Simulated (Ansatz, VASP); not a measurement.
**ZnO in VASP and in Ansatz**

```xyz
4
Lattice="3.1871 0.0000 0.0000 -1.5936 2.7601 0.0000 0.0000 0.0000 5.1525" Properties=species:S:1:pos:R:3 pbc="T T T"
Zn    0.0000    1.8401    2.5777
Zn    1.5936    0.9200    0.0015
O     1.5936    0.9200    1.9514
O     0.0000    1.8401    4.5276
```

Alike in both runs: functional LDA; k mesh 21 × 21 × 12; occupations gaussian, width 0.02 eV; no spin polarisation.

Ansatz relaxed the structure, and its values are those at the end. VASP's run is a single point on that final structure, the one shown.

```csv
,VASP,Ansatz
version,VASP 6.6.1,Ansatz 0.2.0
potentials or method,"VASP PAW LDA potentials, release 64 (Zn, O)","scalar-relativistic, plane waves, PAW"
plane-wave cutoff (eV),520,420
valence electrons in the cell,36,36
```

VASP gave:

- gap on the k mesh at the Fermi level (eV): 0.81
- least direct gap on the mesh (eV): 0.81
- pressure (GPa): 1.1

**Question.** Which values does Ansatz return?

**Answer.** gap on the k mesh at the Fermi level (eV): 0.80; least direct gap on the mesh (eV): 0.80; pressure (GPa): 0.0.

LDA's correlation is that of Perdew and Zunger in VASP and of Perdew and Wang (1992) in Ansatz.
